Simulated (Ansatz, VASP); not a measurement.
## W: VASP beside Ansatz

INCAR

```
SYSTEM = W
  PREC = Accurate
  ENCUT = 600
  EDIFF = 1E-6
  ISMEAR = 0
  SIGMA = 0.3
  LREAL = .FALSE.
  LASPH = .TRUE.
  NELM = 80
  ALGO = Fast
  ISIF = 3
  LWAVE = .FALSE.
  LCHARG = .FALSE.
  GGA = PE
  IBRION = 2
  NSW = 80
  EDIFFG = -0.005
```

The input KPOINTS:

```
regular mesh
0
G
  32 32 32
  0 0 0
```

The input POSCAR:

```
W
1.0
   -1.5900000000      1.5900000000      1.5900000000
    1.5900000000     -1.5900000000      1.5900000000
    1.5900000000      1.5900000000     -1.5900000000
W
1
Direct
    0.0000000000      0.0000000000      0.0000000000
```

Input for Ansatz:

```yaml
crystal:
  lattice:
    - [-1.59, 1.59, 1.59]
    - [1.59, -1.59, 1.59]
    - [1.59, 1.59, -1.59]
  atoms:
    - { symbol: W, position: [0.0, 0.0, 0.0] }
scf:
  occupations: { method: gaussian, width: 0.3 }
output:
  forces: true
  stress: true
  eigenvalues: true
hamiltonian:
  xc: pbe
kpoints:
  mp_grid: { grid: [32, 32, 32] }
relax:
  f_tol: 0.005
  max_steps: 60
  cell: { stress_tol: 0.02 }
```

Alike in both runs: task relaxation of cell and atoms; functional PBE; k mesh 32 × 32 × 32; occupations gaussian, width 0.3 eV; no spin polarisation.

|  | VASP | Ansatz |
| --- | --- | --- |
| version | VASP 6.6.1 | Ansatz 0.2.0 |
| potentials or method | VASP PAW PBE potentials, release 64 (W_sv) | scalar-relativistic, plane waves, PAW |
| plane-wave cutoff (eV) | 600 | 420 |
| valence electrons in the cell | 14 | 14 |

Ansatz gave:

```
gap on the k mesh at the Fermi level, each at its own relaxed structure (eV) : none
relaxed volume (Å³/atom)                                                     : 16.14
relaxed length of the cell vector where the two differ most in proportion (Å)              : 2.757
```

**Question.** What did VASP give for the same quantities?

**Answer.** gap on the k mesh at the Fermi level, each at its own relaxed structure (eV): none; relaxed volume (Å³/atom): 16.17; relaxed length of the cell vector where the two differ most in proportion (Å): 2.759.

A gap of «none» marks a metal or a gap that the smearing closes.

Neither program's run includes spin-orbit coupling.
